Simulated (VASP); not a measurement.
A run of VASP 6.6.1 is set up as follows.

File INCAR:

```
SYSTEM = GaSb3
ALGO = Normal ; EDIFF = 1E-6
ENCUT = 520 ; ISIF = 2
ISMEAR = 0 ; LASPH = .TRUE.
LCHARG = .TRUE. ; LELF = .TRUE.
LREAL = .FALSE. ; LVHAR = .TRUE.
LWAVE = .FALSE. ; NBANDS = 22
NELM = 100 ; PREC = Accurate
SIGMA = 0.15
```

File KPOINTS:

```
k-points
0
G
  10 10 10
  0 0 0
```

POSCAR

```
GaSb3
1.0
   -0.0965263301      3.6220011279      3.2235810038
    3.5254747978      0.0000000000      3.1270546738
    3.6220011279      3.6220011279     -0.0965263301
Ga Sb
1 3
Direct
    0.0000000000      0.0000000000      0.0000000000
    0.2500000000      0.2500000000      0.2500000000
    0.7500000000      0.7500000000      0.7500000000
    0.5000000000      0.5000000000      0.5000000000
```

Potentials or basis: VASP PAW LDA potentials, release 64 (Ga_d, Sb).

Launch:

```sh
$ cat potpaw_LDA.64/Ga_d/POTCAR potpaw_LDA.64/Sb/POTCAR > POTCAR
$ mpirun -np 1 vasp_std > vasp.out
```

Q: Predict the largest force.

A: 0.241 eV/Å.

Q: Predict the pressure.

A: 11.7 GPa.

Forces in eV/Å, atoms in the order of the input:
```
Ga   0.000  0.000  0.000
Sb   0.000 -0.241  0.000
Sb   0.000  0.241  0.000
Sb   0.000  0.000  0.000
```

Caveat: the cell differs from its parent crystal (engineering shear strain xz -0.0533, normal strain along z -0.1100).
